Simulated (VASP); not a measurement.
# ErC3 (C2/m) in VASP: further runs

Runs on ErC3. Level: PBE. Tasks: relaxation of cell and atoms, relaxation of shape and atoms at fixed volume.

Everything below comes from runs of VASP 6.6.1. Logs are shortened: lines on timing, memory, paths and dates and some standing lists are left out, and cuts for length are marked.

## 1. The cell of the first run

The structure is monoclinic, space group C2/m (No. 12). Conventional cell: a = 6.297 Å, b = 3.616 Å, c = 5.680 Å, α = 90.00°, β = 112.82°, γ = 90.00°. Er (site symmetry 2/m) has 12 C at 2.47 to 3.37 Å within 3.4 Å. Within 1.8 Å of C (site symmetry 2/m) lie 2 C at 1.31 Å. Within 1.8 Å of C (site symmetry m) lie 1 C at 1.31 Å.

The cell was generated, and may not be a known phase.

## 2. Relaxation of cell and atoms, PBE

File INCAR:

```
PREC     = Accurate       # precision mode
ENCUT    = 600            # plane-wave cutoff, eV
EDIFF    = 1E-7           # SCF threshold, eV
ISMEAR   = 0              # smearing method
SIGMA    = 0.1            # smearing width, eV
LREAL    = F              # projectors in reciprocal space
LASPH    = T              # aspherical terms in the spheres
NELM     = 200            # most SCF steps
ALGO     = Normal         # electronic algorithm
ISIF     = 3              # what is computed and relaxed
LWAVE    = F              # write WAVECAR
LCHARG   = F              # write CHGCAR
GGA      = PE             # functional
IBRION   = 2              # ionic algorithm
NSW      = 100            # ionic steps
EDIFFG   = -0.01          # ionic threshold
GGA_COMPAT= F            
NELMIN   = 4            
LMAXMIX  = 6              # l up to which the mixer works
```

File KPOINTS:

```
Automatic mesh
0
Gamma
  12 12 8
```

File POSCAR:

```
ErC3
1.0
    3.1486603655     -1.8080830133      0.0000000000
    3.1486603655      1.8080830133      0.0000000000
   -2.2024739512      0.0000000000      5.2355513550
Er C
1 3
Direct
    0.0000000000      0.0000000000      0.5000000000
    0.5000000000      0.5000000000      0.0000000000
    0.5795718498      0.5795718498      0.2499810575
    0.4204281502      0.4204281502      0.7500189425
```

Potentials or basis: VASP PAW PBE potentials, release 64 (Er_3, C), 4f in core.

Launch:

```sh
$ cat potpaw_PBE.64/Er_3/POTCAR potpaw_PBE.64/C/POTCAR > POTCAR
$ mpirun -np 1 vasp_std > vasp.out
```

OUTCAR:

```text
PREC = Accurate
   ENCUT = 600
   EDIFF = 1E-7
   ISMEAR = 0
   LREAL = F
   LASPH = T
   NELM = 200
   ISIF = 3
   GGA = PE
   IBRION = 2
   NSW = 100
   EDIFFG = -0.01
   NELMIN = 4

 ion  position               nearest neighbor table
   1  0.000  0.000  0.500-   3 2.47   3 2.47   4 2.47   4 2.47   3 2.47   4 2.47
   2  0.500  0.500  0.000-   3 1.31   4 1.31
   3  0.580  0.580  0.250-   2 1.31   1 2.47   1 2.47   1 2.47
   4  0.420  0.420  0.750-   2 1.31   1 2.47   1 2.47   1 2.47

  LATTYP: Found a base centered monoclinic cell.
 ALAT       =     6.2973207310
 B/A-ratio  =     0.5742388201
 C/A-ratio  =     0.9019637563
 COS(beta)  =    -0.3877625663

  Lattice vectors:

 A1 = (   3.1486603655,  -1.8080830133,   0.0000000000)
 A2 = (   3.1486603655,   1.8080830133,   0.0000000000)
 A3 = (  -2.2024739512,   0.0000000000,   5.2355513550)

Analysis of symmetry for initial positions (statically):
=====================================================================
 Subroutine PRICEL returns:
 Original cell was already a primitive cell.

 Routine SETGRP: Setting up the symmetry group for a
 base centered monoclinic supercell.

 Subroutine GETGRP returns: Found  4 space group operations
 (whereof  4 operations were pure point group operations)
 out of a pool of  4 trial point group operations.

The static configuration has the point symmetry C_2h.

Analysis of symmetry for dynamics (positions and initial velocities):
=====================================================================
 Subroutine PRICEL returns:
 Original cell was already a primitive cell.

 Routine SETGRP: Setting up the symmetry group for a
 base centered monoclinic supercell.

 Subroutine GETGRP returns: Found  4 space group operations
 (whereof  4 operations were pure point group operations)
 out of a pool of  4 trial point group operations.

The dynamic configuration has the point symmetry C_2h.

 Subroutine INISYM returns: Found  4 space group operations
 (whereof  4 operations are pure point group operations),
 and found     1 'primitive' translations

----------------------------------------------------------------------------------------

                                     Primitive cell

  volume of cell :      59.6124

  direct lattice vectors                    reciprocal lattice vectors
     3.148660366 -1.808083013  0.000000000     0.158797692 -0.276535976  0.066802474
     3.148660366  1.808083013  0.000000000     0.158797692  0.276535976  0.066802474
    -2.202473951  0.000000000  5.235551355     0.000000000  0.000000000  0.191001851

  length of vectors
     3.630871284  3.630871284  5.679955061     0.325808875  0.325808875  0.191001851

  position of ions in fractional coordinates (direct lattice)
     1.000000000  1.000000000  0.500000000
     0.500000000  0.500000000  0.000000000
     0.579571850  0.579571850  0.249981058
     0.420428150  0.420428150  0.750018942

  ion indices of the primitive-cell ions
   primitive index   ion index
                 1           1
                 2           2
                 3           3
                 4           4

----------------------------------------------------------------------------------------

 KPOINTS: Automatic mesh

Automatic generation of k-mesh.
 Grid dimensions read from file:
 generate k-points for:   12   12    8

 Generating k-lattice:

  Cartesian coordinates                     Fractional coordinates (reciprocal lattice)
     0.013233141 -0.023044665  0.005566873     0.083333333  0.000000000 -0.000000000
     0.013233141  0.023044665  0.005566873     0.000000000  0.083333333 -0.000000000
     0.000000000  0.000000000  0.023875231     0.000000000  0.000000000  0.125000000

  Length of vectors
     0.027150740  0.027150740  0.023875231

  Shift w.r.t. Gamma in fractional coordinates (k-lattice)
     0.000000000  0.000000000  0.000000000

 Subroutine IBZKPT returns following result:
 ===========================================

 Found    320 irreducible k-points:

 Following reciprocal coordinates:
            Coordinates               Weight
  0.000000  0.000000  0.000000      1.000000
  0.083333  0.000000 -0.000000      4.000000
  0.166667  0.000000  0.000000      4.000000
  0.250000  0.000000  0.000000      4.000000
  0.333333  0.000000  0.000000      4.000000
  0.416667  0.000000  0.000000      4.000000
[... 16 lines left out ...]
  0.500000  0.166667  0.000000      4.000000
 -0.416667  0.166667 -0.000000      4.000000
 [... further k-points ...]
   k-points           NKPTS =    320   k-points in BZ     NKDIM =    320   number of bands    NBANDS=     14
   number of dos      NEDOS =    301   number of ions     NIONS =      4
   total plane-waves  NPLWV =  43200
   dimension x,y,z NGX =    30 NGY =   30 NGZ =   48
   dimension x,y,z NGXF=    60 NGYF=   60 NGZF=   96
   ions per type =               1   3
   NGX,Y,Z   is equivalent  to a cutoff of  13.74, 13.74, 14.05 a.u.
   NGXF,Y,Z  is equivalent  to a cutoff of  27.47, 27.47, 28.10 a.u.
 SYSTEM =  unknown system
   PREC   = accura    normal or accurate (medium, high low for compatibility)
   ISTART =      0    job   : 0-new  1-cont  2-samecut
   ICHARG =      2    charge: 1-file 2-atom 10-const
   ISPIN  =      1    spin polarized calculation?
   LNONCOLLINEAR =      F non collinear calculations
   LSORBIT =      F    spin-orbit coupling
   LASPH  =      T    aspherical Exc in radial PAW
   ENCUT  =  600.0 eV  44.10 Ry    6.64 a.u.   7.25  7.25 11.34*2*pi/ulx,y,z
   NELM   =    200;   NELMIN=  4; NELMDL= -5     # of ELM steps
   EDIFF  = 0.1E-06   stopping-criterion for ELM
   LREAL  =      F    real-space projection
   EDIFFG = -.1E-01   stopping-criterion for IOM
   NSW    =    100    number of steps for IOM
   IBRION =      2    ionic relax: 0-MD 1-quasi-New 2-CG
   NFREE  =      1    steps in history (QN), initial steepest desc. (CG)
   ISIF   =      3    stress and relaxation
   ISYM   =      2    0-nonsym 1-usesym 2-fastsym
   POTIM  = 0.5000    time-step for ionic-motion
   TEBEG  =    0.0;   TEEND  =   0.0 temperature during run
   PSTRESS=    0.0 pullay stress
   NELECT =      21.0000    total number of electrons
   NUPDOWN=      -1.0000    fix difference up-down
   EMIN   =  10.00;   EMAX   =-10.00  energy-range for DOS
   EFERMI =   0.00;   METHOD = LEGACY
   ISMEAR =     0;   SIGMA  =   0.10  broadening in eV -4-tet -1-fermi 0-gaus
   EFERMI_NEDOS =   21; number of points for ismear=-14 and -15
   IALGO  =     38    algorithm
   IMIX   =      4    mixing-type and parameters
     AMIX     =   0.40;   BMIX     =  1.00
     AMIX_MAG =   1.60;   BMIX_MAG =  1.00
  volume/ion in A,a.u.               =      14.90       100.57
  Fermi-wavevector in a.u.,A,eV,Ry     =   1.156207  2.184915 18.188478  1.336815
  Thomas-Fermi vector in A             =   2.292829
   LORBIT       =      0    0 simple, 1 ext, 2 COOP (PROOUT), +10 PAW based schemes
   GGA     = PE    functional components
   LHFCALC =     F    Hartree Fock is set to
   AEXX    =    0.0000 exact exchange contribution
   IVDW    =     0    specifies the selected vdW correction
   LEPSILON=     F    determine dielectric tensor
   LRPA    =     F    only Hartree local field effects (RPA)
 conjugate gradient relaxation of ions
 non-spin polarized calculation
 Gauss-broadening in eV      SIGMA  =   0.10
  energy-cutoff  :      600.00
  volume of cell :       59.61
 maximum number of plane-waves:      2019
 NGX is ok and might be reduce to    30
   NGX = 15   NGY = 15   NGZ = 23

--------------------------------------- Ionic step        1  -------------------------------------------

 number of electron      20.9999999 magnetization

 Free energy of the ion-electron system (eV)
  ---------------------------------------------------
  ext. energy  EPLUGINS =         0.00000000
  ---------------------------------------------------
  free energy    TOTEN  =       -31.17109889 eV

  energy without entropy =      -31.16059116  energy(sigma->0) =      -31.16584502

------------------------ aborting loop because EDIFF is reached ----------------------------------------

  FORCE on cell =-STRESS in cart. coord.  units (eV):
  Direction    XX          YY          ZZ          XY          YZ          ZX
  --------------------------------------------------------------------------------------
  -------------------------------------------------------------------------------------
  Total        0.1896220      0.2685169     -0.0044759      0.0000000      0.0000000      0.0354464
  in kB        5.0963915      7.2168169     -0.1202958      0.0000000      0.0000000      0.9526776
  external PRESSURE =       4.0643042 kB  Pullay stress =       0.0000000 kB
[... 95 lines left out ...]
  FREE ENERGIE OF THE ION-ELECTRON SYSTEM (eV)
  ---------------------------------------------------
  free  energy   TOTEN  =       -31.1719835752 eV

  energy  without entropy=      -31.1613796076  energy(sigma->0) =      -31.16668159

[... ionic steps 4 to 21 ...]

--------------------------------------- Ionic step       22  -------------------------------------------

 number of electron      21.0000000 magnetization

------------------------ aborting loop because EDIFF is reached ----------------------------------------
[... 71 lines left out ...]
--------------------------------------- Ionic step       24  -------------------------------------------

 number of electron      21.0000000 magnetization

 Free energy of the ion-electron system (eV)
  ---------------------------------------------------
  ext. energy  EPLUGINS =         0.00000000
  ---------------------------------------------------
  free energy    TOTEN  =       -31.17319607 eV

  energy without entropy =      -31.16249521  energy(sigma->0) =      -31.16784564

 E-fermi :   1.9801     XC(G=0):  -9.7567

 val. band max:        1.9722584664   @ k =  -0.4167   0.4167   0.5000
 cond. band min:       1.9821755951   @ k =  -0.4167   0.4167   0.3750
 fundamental gap:      0.0099171288
 Fermi energy:         1.9800948413

 k-point     1 :       0.0000    0.0000    0.0000
  band No.  band energies     occupation
      1     -21.5381      2.00000
      2     -21.2402      2.00000
      3     -21.2395      2.00000
      4     -12.6119      2.00000
      5      -9.1497      2.00000
      6      -4.3579      2.00000
      7      -0.4848      2.00000
      8      -0.4788      2.00000
      9       0.0798      2.00000
     10       1.1387      2.00000
     11       1.1499      2.00000
     12       5.1263      0.00000
     13       6.4915      0.00000
     14       6.5100      0.00000
[... 377 lines left out ...]
      1     -21.6096      2.00000
      2     -21.4522      2.00000
      3     -21.3940      2.00000
      4     -12.1215      2.00000
      5      -9.2324      2.00000
      6      -2.6629      2.00000
      7      -2.0586      2.00000
      8      -1.5564      2.00000
      9      -1.4517      2.00000
     10       1.6276      2.00000
     11       1.9973      0.80760
     12       4.5947      0.00000
     13       6.4650      0.00000
     14       7.3211      0.00000

 [... further k-points ...]
[... 5 lines left out ...]
  --------------------------------------------------------------------------------------
  -------------------------------------------------------------------------------------
  Total        0.0254076     -0.0320469      0.0220980      0.0000000      0.0000000     -0.0122965
  in kB        0.6787024     -0.8560540      0.5902942      0.0000000      0.0000000     -0.3284720
  external PRESSURE =       0.1376475 kB  Pullay stress =       0.0000000 kB
[... 19 lines left out ...]
  FREE ENERGIE OF THE ION-ELECTRON SYSTEM (eV)
  ---------------------------------------------------
  free  energy   TOTEN  =       -31.1731960684 eV

  energy  without entropy=      -31.1624952071  energy(sigma->0) =      -31.16784564

 reached required accuracy - stopping structural energy minimisation
```

It took 35 min on 1 thread of Intel Xeon 6975P-C (Granite Rapids), shared host; peak memory 0.49 GiB.

What came out:

* Free energy: -31.1732 eV
* Relaxed volume: 14.99 Å³/atom
* Relaxed cell: a = 3.641 Å, b = 3.641 Å, c = 5.625 Å, α = 108.82°, β = 108.82°, γ = 60.09°
* Space group after relaxing (to 0.1 Å): R-3m (No. 166)
* Energy gained by relaxing: 0.5 meV/atom
* Ionic steps: 24
* Pressure after relaxing: 0.0 GPa
* Largest force after relaxing: 0.006 eV/Å
* Band gap on the k mesh: zero (an odd number of electrons rules out a gap without spin polarisation)

Forces in eV/Å, atoms in the order of the input:
```
Er   0.000  0.000  0.000
C    0.000  0.000  0.000
C    0.005  0.000  0.004
C   -0.005  0.000 -0.004
```

Stress tensor (GPa, compression positive):
```
 0.07  0.00 -0.03
 0.00 -0.09  0.00
-0.03  0.00  0.06
```

Step by step:
| step | energy change (eV) | largest force (eV/Å) | pressure (GPa) | volume (Å³) |
| --- | --- | --- | --- | --- |
| 1 | 0.0000 | 0.0468 | 0.41 | 59.61 |
| 2 | -0.0009 | 0.0508 | -0.20 | 59.94 |
| 3 | -0.0009 | 0.0664 | -0.32 | 60.00 |
| 4 | -0.0012 | 0.0469 | -0.19 | 60.07 |
| 5 | -0.0012 | 0.0538 | -0.18 | 60.07 |
| 6 | -0.0013 | 0.0432 | -0.13 | 60.05 |
| 7 | -0.0015 | 0.0179 | 0.02 | 59.96 |
| 8 | -0.0015 | 0.0154 | 0.08 | 59.93 |
| 9 | -0.0016 | 0.0256 | 0.01 | 59.95 |
| 10 | -0.0016 | 0.0505 | -0.07 | 59.98 |
| 11 | -0.0016 | 0.0484 | -0.07 | 59.98 |
| 12 | -0.0016 | 0.0422 | -0.07 | 59.99 |
| 13 | -0.0017 | 0.0300 | -0.08 | 60.00 |
| 14 | -0.0018 | 0.0152 | -0.07 | 60.04 |
| 15 | -0.0018 | 0.0554 | -0.07 | 60.10 |
| 16 | -0.0018 | 0.0286 | -0.07 | 60.07 |
| 17 | -0.0018 | 0.0192 | -0.10 | 60.07 |
| 18 | -0.0019 | 0.0290 | -0.20 | 60.09 |
| 19 | -0.0019 | 0.0182 | -0.13 | 60.07 |
| 20 | -0.0020 | 0.0232 | 0.05 | 60.00 |
| 21 | -0.0020 | 0.0172 | 0.02 | 59.97 |
| 22 | -0.0020 | 0.0161 | 0.02 | 59.97 |
| 23 | -0.0021 | 0.0119 | 0.02 | 59.98 |
| 24 | -0.0021 | 0.0063 | 0.01 | 59.98 |

Final structure:
```cif
data_structure
_symmetry_space_group_name_H-M 'P 1'
_symmetry_Int_Tables_number 1
_cell_length_a 3.6409
_cell_length_b 3.6409
_cell_length_c 5.6248
_cell_angle_alpha 108.819
_cell_angle_beta 108.819
_cell_angle_gamma 60.094
_cell_volume 59.98
loop_
_atom_site_label
_atom_site_type_symbol
_atom_site_fract_x
_atom_site_fract_y
_atom_site_fract_z
_atom_site_occupancy
Er1 Er 0.00000 0.00000 0.50000 1
C1 C 0.50000 0.50000 0.00000 1
C2 C 0.58365 0.58365 0.25107 1
C3 C 0.41635 0.41635 0.74893 1
```

Caveat: spin-orbit coupling is left out, which moves the levels of the heavy elements; the 4f electrons are frozen in the core, so they carry no moment and show no levels. Spin polarisation is off, so any magnetic state and its effect on volume and gap are missing.

## 3. Relaxation of shape and atoms at fixed volume, PBE (14.49 Å³/atom)

This run uses another cell than the first one, of 14.49 Å³/atom.

Changes to INCAR since step 2:

```diff
@@ -9,3 +9,3 @@
 ALGO     = Normal         # electronic algorithm
-ISIF     = 3              # what is computed and relaxed
+ISIF     = 4              # what is computed and relaxed
 LWAVE    = F              # write WAVECAR
@@ -14,3 +14,3 @@
 IBRION   = 2              # ionic algorithm
-NSW      = 100            # ionic steps
+NSW      = 50             # ionic steps
 EDIFFG   = -0.01          # ionic threshold
```

KPOINTS is that of step 2.

File POSCAR:

```
ErC3
1.0
    3.1188611433     -1.7988650256      0.0298651993
    3.1188611433      1.7988650256      0.0298651993
   -2.1319700639      0.0000000000      5.1454933136
Er C
1 3
Direct
    0.0000000000      0.0000000000      0.5000000000
    0.5000000000      0.5000000000      0.0000000000
    0.5838222028      0.5838222028      0.2510245980
    0.4161777972      0.4161777972      0.7489754020
```

Potentials or basis: VASP PAW PBE potentials, release 64 (Er_3, C), 4f in core.

Launch:

```sh
$ cat potpaw_PBE.64/Er_3/POTCAR potpaw_PBE.64/C/POTCAR > POTCAR
$ mpirun -np 1 vasp_std > vasp.out
```

Wall time 15 min (1 thread of AMD EPYC 9R45 (Zen 5), shared host); peak memory 0.44 GiB.

The run converged. Its results:

```
Free energy               : -31.1505 eV
Energy gained by relaxing : 1.9 meV/atom
Ionic steps               : 7
Pressure after relaxing   : 3.5 GPa
Band gap on the k mesh    : zero (an odd number of electrons rules out a gap without spin polarisation)
```

Stress tensor (GPa, compression positive):
```
 3.46  0.00 -0.01
 0.00  3.43  0.00
-0.01  0.00  3.55
```

The path:
| step | energy change (eV) | largest force (eV/Å) | pressure (GPa) | volume (Å³) |
| --- | --- | --- | --- | --- |
| 1 | 0.0000 | 0.6194 | 4.79 | 57.97 |
| 2 | 0.1050 | 2.5472 | -0.82 | 57.97 |
| 3 | -0.0067 | 0.0800 | 3.56 | 57.97 |
| 4 | -0.0067 | 0.0598 | 3.58 | 57.97 |
| 5 | -0.0067 | 0.0467 | 3.61 | 57.97 |
| 6 | -0.0072 | 0.0286 | 3.55 | 57.97 |
| 7 | -0.0075 | 0.0008 | 3.48 | 57.97 |

Final structure:
```
Er C
1.0
     3.10872   -1.79258    0.02966
     3.10872    1.79258    0.02966
    -2.12571    0.00000    5.18066
Er C
1 3
Direct
  0.00000 0.00000 0.50000
  0.50000 0.50000 0.00000
  0.58388 0.58388 0.25116
  0.41612 0.41612 0.74884
```

Levels at points of the mesh, in eV from the Fermi level:
```tsv
k point	band 8	band 9	band 10	band 11	band 12	band 13	band 14
(0.00, 0.00, 0.00)	-2.43	-1.89	-0.86	-0.85	3.23	4.64	4.66
(0.50, 0.00, 0.00)	-3.71	-3.31	-0.09	0.88	1.81	4.22	5.23
(0.50, 0.50, 0.00)	-2.85	-2.66	-2.08	-0.48	2.74	5.63	6.34
(0.00, 0.00, 0.50)	-3.10	-3.01	1.50	1.50	2.94	2.95	4.03
(0.50, 0.00, 0.50)	-2.85	-2.65	-2.08	-0.49	2.74	5.63	6.34
(0.50, 0.50, 0.50)	-3.71	-3.30	-0.09	0.88	1.81	4.23	5.24
```

Caveat: spin-orbit coupling is left out, which moves the levels of the heavy elements; the 4f electrons are frozen in the core, so they carry no moment and show no levels. Spin polarisation is off, so any magnetic state and its effect on volume and gap are missing.
